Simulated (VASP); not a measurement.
A run of VASP 6.6.1:

File INCAR:

```
SYSTEM = ZnS
PREC = Accurate ; ENCUT = 500
EDIFF = 1E-6 ; ISMEAR = 0
SIGMA = 0.02 ; LREAL = .FALSE.
LASPH = .TRUE. ; NELM = 120
ALGO = Normal ; ISIF = 2
LWAVE = .FALSE. ; LCHARG = .FALSE.
NBANDS = 16 ; GGA_COMPAT = .FALSE.
```

Contents of KPOINTS:

```
regular mesh
0
G
  10 10 10
  0 0 0
```

Contents of POSCAR:

```
ZnS
1.0
    0.0000000000      2.6483452481      2.6483452481
    2.6483452481      0.0000000000      2.6483452481
    2.6483452481      2.6483452481      0.0000000000
Zn S
1 1
Direct
    0.0000000000      0.0000000000      0.0000000000
    0.2500000000      0.2500000000      0.2500000000
```

Potentials or basis: VASP PAW LDA potentials, release 64 (Zn, S).

Launch:

```bash
$ cat potpaw_LDA.64/Zn/POTCAR potpaw_LDA.64/S/POTCAR > POTCAR
$ mpirun -np 1 vasp_std > vasp.out
```

Hardware: 1 thread of AMD EPYC 7R43 64-Core Processor (Zen 3), with other jobs on the host.

**Question.** How long does it take, and how much memory?

**Answer.** It took 21 s on 1 thread of AMD EPYC 7R43 64-Core Processor (Zen 3) (shared host), peak memory 0.12 GiB. Counts: scf iterations 12, k points 47.
